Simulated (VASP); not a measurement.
# Li2S3 in VASP: notebook, part 2 of 2

VASP 6.6.1. Earlier steps stand in the parts before.

### Step 4. Relaxation of cell and atoms, PBE

INCAR

```
ALGO = Fast ; EDIFF = 1E-6
EDIFFG = -0.01 ; ENCUT = 600
GGA = PE ; IBRION = 2
ISIF = 3 ; ISMEAR = 0
LASPH = True ; LCHARG = False
LREAL = False ; LWAVE = False
NELM = 60 ; NSW = 100
PREC = Accurate ; SIGMA = 0.1
```

KPOINTS

```
k-points
0
Gamma
  12 12 10
```

POSCAR

```
Li2S3
1.0
    4.9523954025      0.0000000000      0.0000000000
   -2.4761977013      4.2889002282      0.0000000000
    0.0000000000      0.0000000000      3.8110719288
Li S
2 3
Direct
    0.6666666667      0.3333333333      0.5000000000
    0.3333333333      0.6666666667      0.5000000000
    0.7170452764      0.0000000000      0.0000000000
    0.2829547236      0.2829547236      0.0000000000
    0.0000000000      0.7170452764      0.0000000000
```

Potentials or basis: VASP PAW PBE potentials, release 64 (Li_sv, S).

Started as:

```
> cat potpaw_PBE.64/Li_sv/POTCAR potpaw_PBE.64/S/POTCAR > POTCAR
> mpirun -np 1 vasp_std > vasp.out
```

OUTCAR:

```text
EDIFF = 1E-6
   EDIFFG = -0.01
   ENCUT = 600
   GGA = PE
   IBRION = 2
   ISIF = 3
   ISMEAR = 0
   LASPH = True
   LREAL = False
   NELM = 60
   NSW = 100
   PREC = Accurate

 ion  position               nearest neighbor table
   1  0.667  0.333  0.500-   3 2.61   3 2.61   5 2.61   5 2.61   4 2.61   4 2.61
   2  0.333  0.667  0.500-   5 2.61   5 2.61   3 2.61   3 2.61   4 2.61   4 2.61
   3  0.717  0.000  0.000-   4 2.43   5 2.43   1 2.61   1 2.61   2 2.61   2 2.61
   4  0.283  0.283  0.000-   3 2.43   5 2.43   1 2.61   1 2.61   2 2.61   2 2.61
   5  0.000  0.717  0.000-   3 2.43   4 2.43   2 2.61   2 2.61   1 2.61   1 2.61

  LATTYP: Found a hexagonal cell.
 ALAT       =     4.9523954025
 C/A-ratio  =     0.7695411249

  Lattice vectors:

 A1 = (   4.9523954025,   0.0000000000,   0.0000000000)
 A2 = (  -2.4761977013,   4.2889002282,   0.0000000000)
 A3 = (   0.0000000000,   0.0000000000,   3.8110719288)

[... 305 lines left out ...]
  ---------------------------------------------------
  free energy    TOTEN  =       -18.07426882 eV

  energy without entropy =      -18.06812216  energy(sigma->0) =      -18.07119549

 E-fermi :   4.7236     XC(G=0):  -9.4124

 val. band max:        4.7222363778   @ k =   0.3333   0.0833   0.0000
 cond. band min:       4.7385030165   @ k =   0.3333   0.0000   0.0000
 fundamental gap:      0.0162666387
 Fermi energy:         4.7236188669

 k-point     1 :       0.0000    0.0000    0.0000
  band No.  band energies     occupation
      1     -41.3957      2.00000
      2     -41.3766      2.00000
      3     -10.8295      2.00000
      4      -6.6569      2.00000
      5      -6.6569      2.00000
      6      -1.5708      2.00000
[... 433 lines left out ...]
      3     -10.3178      2.00000
      4      -7.7373      2.00000
      5      -6.9928      2.00000
      6      -1.6150      2.00000
[... 8 lines left out ...]
     15       8.4239      0.00000
     16       9.9700      0.00000

 [... further k-points ...]
[... 5 lines left out ...]
  --------------------------------------------------------------------------------------
  -------------------------------------------------------------------------------------
  Total       -0.0109931     -0.0109931     -0.0189800      0.0000000     -0.0000000      0.0000000
  in kB       -0.2176654     -0.2176654     -0.3758083      0.0000000     -0.0000000      0.0000000
  external PRESSURE =      -0.2703797 kB  Pullay stress =       0.0000000 kB
[... 20 lines left out ...]
  FREE ENERGIE OF THE ION-ELECTRON SYSTEM (eV)
  ---------------------------------------------------
  free  energy   TOTEN  =       -18.0742688243 eV

  energy  without entropy=      -18.0681221641  energy(sigma->0) =      -18.07119549

 reached required accuracy - stopping structural energy minimisation
```

OSZICAR:

```text
N       E                     dE             d eps       ncg     rms          rms(c)
DAV:   1     0.139608589055E+03    0.13961E+03   -0.11902E+04  3648   0.160E+03
DAV:   2    -0.423468064407E+01   -0.14384E+03   -0.14222E+03  4800   0.298E+02
[... 32 lines left out ...]
DAV:   1    -0.180744112695E+02   -0.18056E-03   -0.34758E-03  4696   0.385E-01    0.689E-02
RMM:   2    -0.180742899215E+02    0.12135E-03   -0.22679E-04  4296   0.101E-01    0.357E-02
RMM:   3    -0.180742640058E+02    0.25916E-04   -0.21943E-04  4382   0.824E-02    0.149E-02
RMM:   4    -0.180742670716E+02   -0.30658E-05   -0.20376E-05  4561   0.348E-02    0.710E-03
RMM:   5    -0.180742683715E+02   -0.12998E-05   -0.10427E-05  3979   0.202E-02    0.625E-03
RMM:   6    -0.180742688243E+02   -0.45279E-06   -0.10052E-06  2610   0.129E-02
   4 F= -.18074269E+02 E0= -.18071195E+02  d E =-.383000E-04
```

CONTCAR:

```text
Li2S3
   1.00000000000000
     4.9585380811050070   -0.0000000000000716    0.0000000000000000
    -2.4792690406026279    4.2942199439194413    0.0000000000000000
    -0.0000000000000000    0.0000000000000000    3.8001734169689896
  Li              S
     2     3
Direct
     0.6666666667000030    0.3333333332999970    0.5000000000000000
     0.3333333332999970    0.6666666667000030    0.5000000000000000
     0.7164667564779921    1.0000000000000000    0.0000000000000000
     0.2835332435220080    0.2835332435220080    0.0000000000000000
     0.0000000000000000    0.7164667564779921    0.0000000000000000

  0.00000000E+00  0.00000000E+00  0.00000000E+00
  0.00000000E+00  0.00000000E+00  0.00000000E+00
  0.00000000E+00  0.00000000E+00  0.00000000E+00
  0.00000000E+00  0.00000000E+00  0.00000000E+00
  0.00000000E+00  0.00000000E+00  0.00000000E+00
```

Run time: 7.7 min. Hardware: 1 thread of Oxide Virtual Turin-like, shared host; peak memory 0.28 GiB.

Results:

* Free energy: -18.0743 eV
* Relaxed volume: 16.18 Å³/atom
* Relaxed cell: a = 4.959 Å, b = 4.959 Å, c = 3.800 Å, α = 90.00°, β = 90.00°, γ = 120.00°
* Space group after relaxing (to 0.1 Å): P-62m (No. 189)
* Energy gained by relaxing: 0.1 meV/atom
* Ionic steps: 4
* Pressure after relaxing: 0.0 GPa
* Band gap on the k mesh: zero (bands 12 and 13 overlap by 0.99 eV)

The path:
```
step  energy change (eV)  largest force (eV/Å)  pressure (GPa)  volume (Å³)
   1              0.0000                0.0549            0.06        80.95
   2             -0.0007                0.0016           -0.08        81.02
   3             -0.0007                0.0024           -0.09        81.02
   4             -0.0007                0.0002           -0.03        80.92
```

Final structure:
```cif
data_structure
_symmetry_space_group_name_H-M 'P 1'
_symmetry_Int_Tables_number 1
_cell_length_a 4.9585
_cell_length_b 4.9585
_cell_length_c 3.8002
_cell_angle_alpha 90.000
_cell_angle_beta 90.000
_cell_angle_gamma 120.000
_cell_volume 80.92
loop_
_atom_site_label
_atom_site_type_symbol
_atom_site_fract_x
_atom_site_fract_y
_atom_site_fract_z
_atom_site_occupancy
Li1 Li 0.66667 0.33333 0.50000 1
Li2 Li 0.33333 0.66667 0.50000 1
S1 S 0.71647 0.00000 0.00000 1
S2 S 0.28353 0.28353 0.00000 1
S3 S 0.00000 0.71647 0.00000 1
```

Caveat: the cutoff is under 1.25 times the usual one of these potentials, so pressure, stress and relaxed cells hold a basis-set (Pulay) error.

### Step 5. Summary

| task | cell | k mesh | cutoff (eV) | gap on the mesh (eV) | largest force (eV/Å) |
| --- | --- | --- | --- | --- | --- |
| single point | a = 4.952, b = 4.952, c = 3.811 Å, angles 90.0, 90.0, 120.0°, 5 atoms, atomic positions A | 6 × 6 × 4 | 520 | none | 0.02 |
| single point | a = 4.961, b = 4.961, c = 3.804 Å, angles 90.0, 90.0, 120.0°, 5 atoms, atomic positions B | 12 × 12 × 10 | 520 | none | 0.03 |
| relaxation of cell and atoms | relaxed from a = 4.952, b = 4.952, c = 3.811 Å, angles 90.0, 90.0, 120.0°, 5 atoms, atomic positions C | 12 × 12 × 10 | 600 | none | - |

Alike in all rows: level PBE; potentials or basis VASP PAW PBE potentials, release 64 (Li_sv, S); no spin polarisation; smearing gaussian 0.1 eV.

Caveats: some runs use coarse meshes; the cutoff is under 1.25 times the usual one of these potentials, so pressure, stress and relaxed cells hold a basis-set (Pulay) error.

Absolute energies hang on the potentials; compare differences alone.

The gap in the log of VASP goes by the Fermi energy; the results here count the filled bands.